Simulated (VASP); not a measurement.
# V (Fm-3m) in VASP: notebook

Runs on V. Level: PBE. Tasks: single point.

Everything below comes from runs of VASP 6.6.1. Logs are shortened: lines on timing, memory, paths and dates and some standing lists are left out, and cuts for length are marked.

### 1 The cell of the first run

The structure is cubic, space group Fm-3m (No. 225). Conventional cell: a = 3.790 Å, b = 3.790 Å, c = 3.790 Å, α = 90.00°, β = 90.00°, γ = 90.00°. V (site symmetry m-3m) has 12 V at 2.68 Å within 3.5 Å.

This isn't the form of V at room conditions, which is bcc.

### 2 Single point, PBE, collinear spin, ferromagnetic start

Input file INCAR:

```
SYSTEM = V
ALGO = Normal
EDIFF = 1E-6
ENCUT = 520
GGA = PE
ISIF = 2
ISMEAR = -1
ISPIN = 2
LASPH = .True.
LCHARG = .False.
LMAXMIX = 4
LORBIT = 11
LREAL = .False.
LWAVE = .False.
MAGMOM = 2
NBANDS = 16
NELM = 150
PREC = Accurate
SIGMA = 0.05
```

Input file KPOINTS:

```
k-points
0
Gamma
  12 12 12
  0 0 0
```

Input file POSCAR:

```
V
1.0
    0.0000000000      1.8950000000      1.8950000000
    1.8950000000      0.0000000000      1.8950000000
    1.8950000000      1.8950000000      0.0000000000
V
1
Direct
    0.0000000000      0.0000000000      0.0000000000
```

Potentials or basis: VASP PAW PBE potentials, release 64 (V_sv).

The run is started by

```
cat potpaw_PBE.64/V_sv/POTCAR > POTCAR
mpirun -np 1 vasp_std > vasp.out
```

OUTCAR:

```text
SYSTEM = V
   EDIFF = 1E-6
   ENCUT = 520
   GGA = PE
   ISIF = 2
   ISMEAR = -1
   ISPIN = 2
   LASPH = .True.
   LORBIT = 11
   LREAL = .False.
   NELM = 150
   PREC = Accurate

 ion  position               nearest neighbor table
   1  0.000  0.000  0.000-

  LATTYP: Found a face centered cubic cell.
 ALAT       =     3.7900000000

  Lattice vectors:

 A1 = (   0.0000000000,   1.8950000000,   1.8950000000)
 A2 = (   1.8950000000,   0.0000000000,   1.8950000000)
 A3 = (   1.8950000000,   1.8950000000,   0.0000000000)

Analysis of symmetry for initial positions (statically):
=====================================================================
 Subroutine PRICEL returns:
 Original cell was already a primitive cell.

 Routine SETGRP: Setting up the symmetry group for a
 face centered cubic supercell.

 Subroutine GETGRP returns: Found 48 space group operations
 (whereof 48 operations were pure point group operations)
 out of a pool of 48 trial point group operations.

The static configuration has the point symmetry O_h .

Analysis of symmetry for dynamics (positions and initial velocities):
=====================================================================
 Subroutine PRICEL returns:
 Original cell was already a primitive cell.

 Routine SETGRP: Setting up the symmetry group for a
 face centered cubic supercell.

 Subroutine GETGRP returns: Found 48 space group operations
 (whereof 48 operations were pure point group operations)
 out of a pool of 48 trial point group operations.

The dynamic configuration has the point symmetry O_h .

Analysis of structural, dynamic, and magnetic symmetry:
=====================================================================
 Subroutine PRICEL returns:
 Original cell was already a primitive cell.

 Routine SETGRP: Setting up the symmetry group for a
 face centered cubic supercell.

 Subroutine GETGRP returns: Found 48 space group operations
 (whereof 48 operations were pure point group operations)
 out of a pool of 48 trial point group operations.

The overall configuration has the point symmetry O_h .

 Subroutine INISYM returns: Found 48 space group operations
 (whereof 48 operations are pure point group operations),
 and found     1 'primitive' translations

----------------------------------------------------------------------------------------

                                     Primitive cell

  volume of cell :      13.6100

  direct lattice vectors                    reciprocal lattice vectors
     0.000000000  1.895000000  1.895000000    -0.263852243  0.263852243  0.263852243
[... 102 lines left out ...]
   IMIX   =      4    mixing-type and parameters
     AMIX     =   0.40;   BMIX     =  1.00
     AMIX_MAG =   1.60;   BMIX_MAG =  1.00
  volume/ion in A,a.u.               =      13.61        91.84
  Fermi-wavevector in a.u.,A,eV,Ry     =   1.612266  3.046741 35.367013  2.599402
  Thomas-Fermi vector in A             =   2.707524
   LORBIT       =     11    0 simple, 1 ext, 2 COOP (PROOUT), +10 PAW based schemes
   GGA     = PE    functional components
   LHFCALC =     F    Hartree Fock is set to
   AEXX    =    0.0000 exact exchange contribution
   IVDW    =     0    specifies the selected vdW correction
   LEPSILON=     F    determine dielectric tensor
   LRPA    =     F    only Hartree local field effects (RPA)
 spin polarized calculation
  energy-cutoff  :      520.00
  volume of cell :       13.61
 maximum number of plane-waves:       380
   NGX =  9   NGY =  9   NGZ =  9

 number of electron      13.0000007 magnetization      -0.0051060

 number of electron      13.0000007 magnetization       0.0006155

 Free energy of the ion-electron system (eV)
  ---------------------------------------------------
  ext. energy  EPLUGINS =         0.00000000
  ---------------------------------------------------
  free energy    TOTEN  =        -8.75275343 eV

  energy without entropy =       -8.74033296  energy(sigma->0) =       -8.74654319

 E-fermi :   9.8997     XC(G=0): -12.8511

 val. band max:        9.8716869035   @ k =   0.5000   0.1667   0.0000
 cond. band min:       9.9070301263   @ k =  -0.4167   0.1667   0.0000
 fundamental gap:      0.0353432227
 Fermi energy:         9.8996611810

 spin component 1

 k-point     1 :       0.0000    0.0000    0.0000
  band No.  band energies     occupation
      1     -54.1578      1.00000
      2     -27.4828      1.00000
      3     -27.4828      1.00000
      4     -27.4828      1.00000
      5       3.0171      1.00000
      6      10.0614      0.03784
[... 435 lines left out ...]
      5       7.2206      1.00000
      6       8.9664      1.00000
[... 8 lines left out ...]
     15      37.7100      0.00000
     16      38.0114      0.00000

 [... further k-points ...]

 spin component 2

 k-point     1 :       0.0000    0.0000    0.0000
  band No.  band energies     occupation
      1     -54.1570      1.00000
      2     -27.4822      1.00000
      3     -27.4822      1.00000
      4     -27.4822      1.00000
      5       3.0172      1.00000
      6      10.0620      0.03743
[... 435 lines left out ...]
      5       7.2211      1.00000
      6       8.9667      1.00000
[... 8 lines left out ...]
     15      37.7102      0.00000
     16      38.0112      0.00000

 [... further k-points ...]

------------------------ aborting loop because EDIFF is reached ----------------------------------------

  FORCE on cell =-STRESS in cart. coord.  units (eV):
  Direction    XX          YY          ZZ          XY          YZ          ZX
  --------------------------------------------------------------------------------------
  -------------------------------------------------------------------------------------
  Total        0.3395791      0.3395791      0.3395791      0.0000000      0.0000000      0.0000000
  in kB       39.9755028     39.9755028     39.9755028      0.0000000      0.0000000      0.0000000
  external PRESSURE =      39.9755028 kB  Pullay stress =       0.0000000 kB

 VOLUME and BASIS-vectors are now :
 -----------------------------------------------------------------------------
  energy-cutoff  :      520.00
  volume of cell :       13.61
      direct lattice vectors                 reciprocal lattice vectors
     0.000000000  1.895000000  1.895000000    -0.263852243  0.263852243  0.263852243
     1.895000000  0.000000000  1.895000000     0.263852243 -0.263852243  0.263852243
     1.895000000  1.895000000  0.000000000     0.263852243  0.263852243 -0.263852243

 POSITION                                       TOTAL-FORCE (eV/Angst)
 -----------------------------------------------------------------------------------
      0.00000      0.00000      0.00000        -0.000000      0.000000     -0.000000
 -----------------------------------------------------------------------------------
    total drift:                                0.000000      0.000000      0.000000

  FREE ENERGIE OF THE ION-ELECTRON SYSTEM (eV)
  ---------------------------------------------------
  free  energy   TOTEN  =        -8.7527534280 eV

  energy  without entropy=       -8.7403329587  energy(sigma->0) =       -8.74654319

 total charge

# of ion       s       p       d       tot
------------------------------------------
    1        2.347   6.231   3.047  11.625

 magnetization (x)

# of ion       s       p       d       tot
------------------------------------------
    1       -0.000   0.000   0.000   0.000
```

OSZICAR:

```text
N       E                     dE             d eps       ncg     rms          rms(c)
DAV:   1     0.924554642082E+02    0.92455E+02   -0.64193E+03  4640   0.882E+02
DAV:   2    -0.805917166645E+01   -0.10051E+03   -0.96308E+02  5096   0.270E+02
DAV:   3    -0.957517610443E+01   -0.15160E+01   -0.15141E+01  5160   0.361E+01
DAV:   4    -0.958106140598E+01   -0.58853E-02   -0.58852E-02  5640   0.237E+00
DAV:   5    -0.958111266868E+01   -0.51263E-04   -0.51262E-04  5224   0.206E-01    0.191E+01
DAV:   6    -0.874066194093E+01    0.84045E+00   -0.17269E+00  4704   0.206E+01    0.269E+00
DAV:   7    -0.874857976963E+01   -0.79178E-02   -0.82645E-02  5008   0.332E+00    0.214E+00
DAV:   8    -0.875597892060E+01   -0.73992E-02   -0.77541E-03  4872   0.103E+00    0.787E-01
DAV:   9    -0.875214913277E+01    0.38298E-02   -0.23811E-03  5312   0.571E-01    0.280E-01
DAV:  10    -0.875268690787E+01   -0.53778E-03   -0.70006E-04  4944   0.284E-01    0.726E-02
DAV:  11    -0.875274755345E+01   -0.60646E-04   -0.18339E-05  5016   0.444E-02    0.265E-02
DAV:  12    -0.875275375521E+01   -0.62018E-05   -0.58814E-06  5000   0.299E-02    0.848E-03
DAV:  13    -0.875275342801E+01    0.32720E-06   -0.91291E-07  4512   0.890E-03
   1 F= -.87527534E+01 E0= -.87465432E+01  d E =-.124205E-01  mag=     0.0001
```

Run time: 52 s. Hardware: 1 thread of Intel Xeon 8259CL, shared host; peak memory 0.15 GiB.

What came out:

```
Free energy                                           : -8.7528 eV
Pressure                                              : 4.0 GPa
Net moment                                            : 0.00 μB per cell
Valence electrons inside the program's atomic spheres : V 11.62
```

Levels at points of the mesh, in eV from the Fermi level:
Spin up:
| k point | band 3 | band 4 | band 5 | band 6 | band 7 | band 8 | band 9 | band 10 |
| --- | --- | --- | --- | --- | --- | --- | --- | --- |
| (0.00, 0.00, 0.00) | -37.38 | -37.38 | -6.88 | 0.16 | 0.16 | 0.16 | 1.95 | 1.95 |
| (0.50, 0.00, 0.00) | -37.49 | -37.49 | -3.38 | 0.04 | 0.04 | 0.84 | 3.15 | 3.15 |
| (0.50, 0.50, 0.00) | -37.69 | -37.69 | -3.55 | -2.69 | 3.13 | 3.46 | 3.46 | 3.49 |
Spin down:
```
           k point  band 3  band 4  band 5  band 6  band 7  band 8  band 9  band 10
(0.00, 0.00, 0.00)  -37.38  -37.38   -6.88    0.16    0.16    0.16    1.95     1.95
(0.50, 0.00, 0.00)  -37.49  -37.49   -3.38    0.04    0.04    0.84    3.15     3.15
(0.50, 0.50, 0.00)  -37.69  -37.69   -3.55   -2.69    3.13    3.46    3.46     3.49
```

Caveat: the cell stands under pressure.

### 3 Single point, PBE, collinear spin, ferromagnetic start (13.88 Å³/atom)

This run uses another cell than the first one, of 13.88 Å³/atom.

Input file INCAR:

```
SYSTEM = V
ALGO     = Normal         ! electronic algorithm
EDIFF    = 1E-7           ! SCF threshold, eV
ENCUT    = 520            ! plane-wave cutoff, eV
GGA      = PE             ! functional
ISIF     = 2              ! what is computed and relaxed
ISMEAR   = -1             ! smearing method
ISPIN    = 2              ! spin polarisation
LASPH    = .TRUE.         ! aspherical terms in the spheres
LCHARG   = .TRUE.         ! write CHGCAR
LELF     = .TRUE.         ! ELF
LMAXMIX  = 4              ! l up to which the mixer works
LORBIT   = 11             ! projections on sites
LREAL    = .FALSE.        ! projectors in reciprocal space
LVHAR    = .TRUE.       
LWAVE    = .FALSE.        ! write WAVECAR
MAGMOM   = 2              ! initial moments
NBANDS   = 16             ! bands
NELM     = 150            ! most SCF steps
PREC     = Accurate       ! precision mode
SIGMA    = 0.05           ! smearing width, eV
```

Input file KPOINTS:

```
k-points
0
G
  12 12 12
  0 0 0
```

Input file POSCAR:

```
V
1.0
    0.0000000000      1.9075500346      1.9075500346
    1.9075500346      0.0000000000      1.9075500346
    1.9075500346      1.9075500346      0.0000000000
V
1
Direct
    0.0000000000      0.0000000000      0.0000000000
```

Potentials or basis: VASP PAW PBE potentials, release 64 (V_sv).

The run is started by

```
cat potpaw_PBE.64/V_sv/POTCAR > POTCAR
mpirun -np 1 vasp_std > vasp.out
```

It took 66 s on 1 thread of Intel Xeon 8259CL, shared host; peak memory 0.15 GiB.

Results (log left out):

```
Free energy                                           : -8.7565 eV
Pressure                                              : 0.4 GPa
Net moment                                            : 0.00 μB per cell
Valence electrons inside the program's atomic spheres : V 11.59
```

Levels at points of the mesh, in eV from the Fermi level:
Spin up:
```
           k point  band 2  band 3  band 4  band 5  band 6  band 7  band 8  band 9  band 10  band 11
(0.00, 0.00, 0.00)  -37.43  -37.43  -37.43   -6.83    0.17    0.17    0.17    1.91     1.91    17.64
(0.50, 0.00, 0.00)  -38.24  -37.53  -37.53   -3.32    0.05    0.05    0.80    3.07     3.07     8.98
(0.50, 0.50, 0.00)  -38.18  -37.71  -37.71   -3.45   -2.61    3.05    3.37    3.37     3.39    11.69
```
Spin down:
| k point | band 2 | band 3 | band 4 | band 5 | band 6 | band 7 | band 8 | band 9 | band 10 | band 11 |
| --- | --- | --- | --- | --- | --- | --- | --- | --- | --- | --- |
| (0.00, 0.00, 0.00) | -37.43 | -37.43 | -37.43 | -6.83 | 0.17 | 0.17 | 0.17 | 1.91 | 1.91 | 17.64 |
| (0.50, 0.00, 0.00) | -38.24 | -37.53 | -37.53 | -3.32 | 0.05 | 0.05 | 0.80 | 3.07 | 3.07 | 8.98 |
| (0.50, 0.50, 0.00) | -38.18 | -37.71 | -37.71 | -3.45 | -2.61 | 3.05 | 3.37 | 3.37 | 3.39 | 11.69 |
